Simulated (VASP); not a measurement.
# Tl in VASP: a series of runs

Tl is run at these levels: PBE; tasks: single point.

All numbers are computed with VASP 6.6.1; they aren't measurements. Logs are shortened: lines on timing, memory, paths and dates and some standing lists are left out, and cuts for length are marked.

## (1) The cell of the first run

It takes space group P6_3/mmc (No. 194, hexagonal). Conventional cell: a = 3.456 Å, b = 3.456 Å, c = 5.525 Å, α = 90.00°, β = 90.00°, γ = 120.00°. Tl (site symmetry -6m2) has 12 Tl at 3.41 to 3.46 Å within 4.5 Å.

## (2) Single point, PBE

File INCAR:

```
SYSTEM = Tl
PREC = Accurate ; ENCUT = 520
EDIFF = 1E-6 ; ISMEAR = 1
SIGMA = 0.15 ; LREAL = .False.
LASPH = .True. ; NELM = 80
ALGO = Normal ; ISIF = 2
LWAVE = .False. ; LCHARG = .False.
GGA = PE ; NBANDS = 20
```

File KPOINTS:

```
Automatic mesh
0
Gamma
  11 11 6
  0 0 0
```

File POSCAR:

```
Tl
1.0
    3.4559983565      0.0000000000      0.0000000000
   -1.7279991783      2.9929823722      0.0000000000
    0.0000000000      0.0000000000      5.5250000000
Tl
2
Direct
    0.3333333333      0.6666666667      0.2500000000
    0.6666666667      0.3333333333      0.7500000000
```

Potentials or basis: VASP PAW PBE potentials, release 64 (Tl_d).

On the command line:

```
$ cat potpaw_PBE.64/Tl_d/POTCAR > POTCAR
$ mpirun -np 1 vasp_std > vasp.out
```

OUTCAR:

```text
SYSTEM = Tl
   PREC = Accurate
   ENCUT = 520
   EDIFF = 1E-6
   ISMEAR = 1
   LREAL = .False.
   LASPH = .True.
   NELM = 80
   ISIF = 2
   GGA = PE

 ion  position               nearest neighbor table
   1  0.333  0.667  0.250-   2 3.41   2 3.41   2 3.41   2 3.41   2 3.41   2 3.41
   2  0.667  0.333  0.750-   1 3.41   1 3.41   1 3.41   1 3.41   1 3.41   1 3.41

  LATTYP: Found a hexagonal cell.
 ALAT       =     3.4559983565
 C/A-ratio  =     1.5986697417

  Lattice vectors:

 A1 = (   3.4559983565,   0.0000000000,   0.0000000000)
 A2 = (  -1.7279991783,   2.9929823722,   0.0000000000)
 A3 = (   0.0000000000,   0.0000000000,   5.5250000000)

Analysis of symmetry for initial positions (statically):
=====================================================================
 Subroutine PRICEL returns:
 Original cell was already a primitive cell.

 Routine SETGRP: Setting up the symmetry group for a
 hexagonal supercell.

 Subroutine GETGRP returns: Found 24 space group operations
 (whereof 12 operations were pure point group operations)
 out of a pool of 24 trial point group operations.

The static configuration has the point symmetry D_3d.
 The point group associated with its full space group is D_6h.

Analysis of symmetry for dynamics (positions and initial velocities):
=====================================================================
 Subroutine PRICEL returns:
 Original cell was already a primitive cell.

 Routine SETGRP: Setting up the symmetry group for a
 hexagonal supercell.

 Subroutine GETGRP returns: Found 24 space group operations
 (whereof 12 operations were pure point group operations)
 out of a pool of 24 trial point group operations.

The dynamic configuration has the point symmetry D_3d.
 The point group associated with its full space group is D_6h.

 Subroutine INISYM returns: Found 24 space group operations
 (whereof 12 operations are pure point group operations),
 and found     1 'primitive' translations

----------------------------------------------------------------------------------------

                                     Primitive cell

  volume of cell :      57.1492

  direct lattice vectors                    reciprocal lattice vectors
     3.455998356  0.000000000  0.000000000     0.289351989  0.167057449  0.000000000
    -1.727999178  2.992982372  0.000000000     0.000000000  0.334114898  0.000000000
     0.000000000  0.000000000  5.525000000     0.000000000  0.000000000  0.180995475

  length of vectors
     3.455998356  3.455998357  5.525000000     0.334114898  0.334114898  0.180995475

  position of ions in fractional coordinates (direct lattice)
     0.333333333  0.666666667  0.250000000
     0.666666667  0.333333333  0.750000000

  ion indices of the primitive-cell ions
   primitive index   ion index
                 1           1
                 2           2

----------------------------------------------------------------------------------------

 KPOINTS: Automatic mesh

Automatic generation of k-mesh.
 Grid dimensions read from file:
 generate k-points for:   11   11    6

 Generating k-lattice:

  Cartesian coordinates                     Fractional coordinates (reciprocal lattice)
     0.026304726  0.015187041  0.000000000     0.090909091  0.000000000  0.000000000
     0.000000000  0.030374082  0.000000000     0.000000000  0.090909091  0.000000000
     0.000000000  0.000000000  0.030165913     0.000000000  0.000000000  0.166666667

  Length of vectors
     0.030374082  0.030374082  0.030165913

  Shift w.r.t. Gamma in fractional coordinates (k-lattice)
     0.000000000  0.000000000  0.000000000

 Subroutine IBZKPT returns following result:
 ===========================================

 Found     64 irreducible k-points:

 Following reciprocal coordinates:
            Coordinates               Weight
  0.000000  0.000000  0.000000      1.000000
  0.090909  0.000000  0.000000      6.000000
  0.181818  0.000000  0.000000      6.000000
  0.272727  0.000000  0.000000      6.000000
  0.363636  0.000000  0.000000      6.000000
  0.454545  0.000000  0.000000      6.000000
[... 16 lines left out ...]
  0.090909  0.090909  0.166667     12.000000
  0.181818  0.090909  0.166667     24.000000
 [... further k-points ...]
   k-points           NKPTS =     64   k-points in BZ     NKDIM =     64   number of bands    NBANDS=     20
   number of dos      NEDOS =    301   number of ions     NIONS =      2
   total plane-waves  NPLWV =  32928
   dimension x,y,z NGX =    28 NGY =   28 NGZ =   42
   dimension x,y,z NGXF=    56 NGYF=   56 NGZF=   84
   ions per type =               2
   NGX,Y,Z   is equivalent  to a cutoff of  13.47, 13.47, 12.64 a.u.
   NGXF,Y,Z  is equivalent  to a cutoff of  26.94, 26.94, 25.28 a.u.
 SYSTEM =  Tl
   PREC   = accura    normal or accurate (medium, high low for compatibility)
   ISTART =      0    job   : 0-new  1-cont  2-samecut
   ICHARG =      2    charge: 1-file 2-atom 10-const
   ISPIN  =      1    spin polarized calculation?
   LNONCOLLINEAR =      F non collinear calculations
   LSORBIT =      F    spin-orbit coupling
   LASPH  =      T    aspherical Exc in radial PAW
   ENCUT  =  520.0 eV  38.22 Ry    6.18 a.u.   6.43  6.43 10.27*2*pi/ulx,y,z
   NELM   =     80;   NELMIN=  2; NELMDL= -5     # of ELM steps
   EDIFF  = 0.1E-05   stopping-criterion for ELM
   LREAL  =      F    real-space projection
   EDIFFG = 0.1E-04   stopping-criterion for IOM
   NSW    =      0    number of steps for IOM
   IBRION =     -1    ionic relax: 0-MD 1-quasi-New 2-CG
   NFREE  =      0    steps in history (QN), initial steepest desc. (CG)
   ISIF   =      2    stress and relaxation
   ISYM   =      2    0-nonsym 1-usesym 2-fastsym
   POTIM  = 0.5000    time-step for ionic-motion
   TEBEG  =    0.0;   TEEND  =   0.0 temperature during run
   PSTRESS=    0.0 pullay stress
   NELECT =      26.0000    total number of electrons
   NUPDOWN=      -1.0000    fix difference up-down
   EMIN   =  10.00;   EMAX   =-10.00  energy-range for DOS
   EFERMI =   0.00;   METHOD = LEGACY
   ISMEAR =     1;   SIGMA  =   0.15  broadening in eV -4-tet -1-fermi 0-gaus
   EFERMI_NEDOS =   21; number of points for ismear=-14 and -15
   IALGO  =     38    algorithm
   IMIX   =      4    mixing-type and parameters
     AMIX     =   0.40;   BMIX     =  1.00
     AMIX_MAG =   1.60;   BMIX_MAG =  1.00
  volume/ion in A,a.u.               =      28.57       192.83
  Fermi-wavevector in a.u.,A,eV,Ry     =   1.259107  2.379367 21.570001  1.585350
  Thomas-Fermi vector in A             =   2.392683
   LORBIT       =      0    0 simple, 1 ext, 2 COOP (PROOUT), +10 PAW based schemes
   GGA     = PE    functional components
   LHFCALC =     F    Hartree Fock is set to
   AEXX    =    0.0000 exact exchange contribution
   IVDW    =     0    specifies the selected vdW correction
   LEPSILON=     F    determine dielectric tensor
   LRPA    =     F    only Hartree local field effects (RPA)
 non-spin polarized calculation
 Methfessel and Paxton  Order N= 1 SIGMA  =   0.15
  energy-cutoff  :      520.00
  volume of cell :       57.15
 maximum number of plane-waves:      1566
 NGX is ok and might be reduce to    28
   NGX = 13   NGY = 13   NGZ = 21

 number of electron      26.0000004 magnetization

 Free energy of the ion-electron system (eV)
  ---------------------------------------------------
  ext. energy  EPLUGINS =         0.00000000
  ---------------------------------------------------
  free energy    TOTEN  =        -4.40633595 eV

  energy without entropy =       -4.40339437  energy(sigma->0) =       -4.40535543

 E-fermi :   6.5535     XC(G=0): -10.1949

 val. band max:        6.5343508704   @ k =   0.4545   0.0909   0.1667
 cond. band min:       6.5641253885   @ k =   0.2727   0.1818   0.5000
 fundamental gap:      0.0297745181
 Fermi energy:         6.5535487102

 k-point     1 :       0.0000    0.0000    0.0000
  band No.  band energies     occupation
      1      -5.2286      2.00000
      2      -4.9993      2.00000
      3      -4.9816      2.00000
      4      -4.9816      2.00000
      5      -4.9281      2.00000
      6      -4.9281      2.00000
[... 12 lines left out ...]
     19      17.4111      0.00000
     20      17.5060      0.00000

 k-point     2 :       0.0909    0.0000    0.0000
  band No.  band energies     occupation
      1      -5.2018      2.00000
      2      -5.0328      2.00000
      3      -4.9465      2.00000
      4      -4.9423      2.00000
      5      -4.9277      2.00000
      6      -4.8953      2.00000
[... 12 lines left out ...]
     19      17.4650      0.00000
     20      18.1487      0.00000

 k-point     3 :       0.1818    0.0000    0.0000
  band No.  band energies     occupation
      1      -5.1862      2.00000
      2      -5.0368      2.00000
      3      -4.9487      2.00000
      4      -4.9451      2.00000
      5      -4.9195      2.00000
      6      -4.8547      2.00000
[... 12 lines left out ...]
     19      16.8559      0.00000
     20      18.2944      0.00000

 k-point     4 :       0.2727    0.0000    0.0000
  band No.  band energies     occupation
      1      -5.2431      2.00000
      2      -5.0426      2.00000
      3      -5.0381      2.00000
      4      -4.9671      2.00000
      5      -4.9064      2.00000
      6      -4.7466      2.00000
[... 12 lines left out ...]
     19      16.0422      0.00000
     20      17.3857      0.00000

 k-point     5 :       0.3636    0.0000    0.0000
  band No.  band energies     occupation
      1      -5.3070      2.00000
      2      -5.1315      2.00000
      3      -5.0863      2.00000
      4      -5.0074      2.00000
      5      -4.8384      2.00000
      6      -4.7765      2.00000
[... 12 lines left out ...]
     19      15.2865      0.00000
     20      16.7485      0.00000
[... 353 lines left out ...]
      6      -4.7854      2.00000
[... 12 lines left out ...]
     19      15.0916      0.00000
     20      16.3105      0.00000

 k-point    22 :       0.4545    0.0000    0.1667
  band No.  band energies     occupation
      1      -5.3241      2.00000
      2      -5.2404      2.00000
      3      -5.0874      2.00000
      4      -4.9970      2.00000
      5      -4.9085      2.00000
      6      -4.7494      2.00000
[... 12 lines left out ...]
     19      14.8818      0.00000
     20      16.0443      0.00000

 k-point    23 :       0.0909    0.0909    0.1667
  band No.  band energies     occupation
      1      -5.1529      2.00000
      2      -5.0562      2.00000
      3      -4.9865      2.00000
      4      -4.9454      2.00000
      5      -4.9318      2.00000
      6      -4.8741      2.00000
[... 12 lines left out ...]
     19      16.8791      0.00000
     20      17.6772      0.00000

 k-point    24 :       0.1818    0.0909    0.1667
  band No.  band energies     occupation
      1      -5.1670      2.00000
      2      -5.0655      2.00000
      3      -5.0157      2.00000
      4      -4.9508      2.00000
      5      -4.9291      2.00000
      6      -4.8030      2.00000
[... 12 lines left out ...]
     19      16.7104      0.00000
     20      17.5783      0.00000

 [... further k-points ...]

------------------------ aborting loop because EDIFF is reached ----------------------------------------

  FORCE on cell =-STRESS in cart. coord.  units (eV):
  Direction    XX          YY          ZZ          XY          YZ          ZX
  --------------------------------------------------------------------------------------
  -------------------------------------------------------------------------------------
  Total        1.0829294      1.0829294      1.1716679     -0.0000000     -0.0000000     -0.0000000
  in kB       30.3599290     30.3599290     32.8477129     -0.0000000     -0.0000000     -0.0000000
  external PRESSURE =      31.1891903 kB  Pullay stress =       0.0000000 kB

 VOLUME and BASIS-vectors are now :
 -----------------------------------------------------------------------------
  energy-cutoff  :      520.00
  volume of cell :       57.15
      direct lattice vectors                 reciprocal lattice vectors
     3.455998356  0.000000000  0.000000000     0.289351989  0.167057449  0.000000000
    -1.727999178  2.992982372  0.000000000     0.000000000  0.334114898  0.000000000
     0.000000000  0.000000000  5.525000000     0.000000000  0.000000000  0.180995475

 POSITION                                       TOTAL-FORCE (eV/Angst)
 -----------------------------------------------------------------------------------
     -0.00000      1.99532      1.38125        -0.000000      0.000000      0.000000
      1.72800      0.99766      4.14375         0.000000     -0.000000      0.000000
 -----------------------------------------------------------------------------------
    total drift:                                0.000000     -0.000000      0.000000

  FREE ENERGIE OF THE ION-ELECTRON SYSTEM (eV)
  ---------------------------------------------------
  free  energy   TOTEN  =        -4.4063359520 eV

  energy  without entropy=       -4.4033943731  energy(sigma->0) =       -4.40535543
```

Wall time 61 s (1 thread of Intel Xeon Platinum 8259CL at 2.50GHz (Skylake/Cascade Lake), shared host); peak memory 0.2 GiB.

What came out:

- Free energy: -4.4063 eV
- Pressure: 3.1 GPa
- Band gap on the k mesh: zero (bands 13 and 14 overlap by 5.65 eV)

Stress tensor (GPa, compression positive):
```
3.04 0.00 0.00
0.00 3.04 0.00
0.00 0.00 3.28
```

Caveat: the cell stands under pressure; spin-orbit coupling is left out, which moves the levels of the heavy elements.

(Continued in part 2 of 2.)
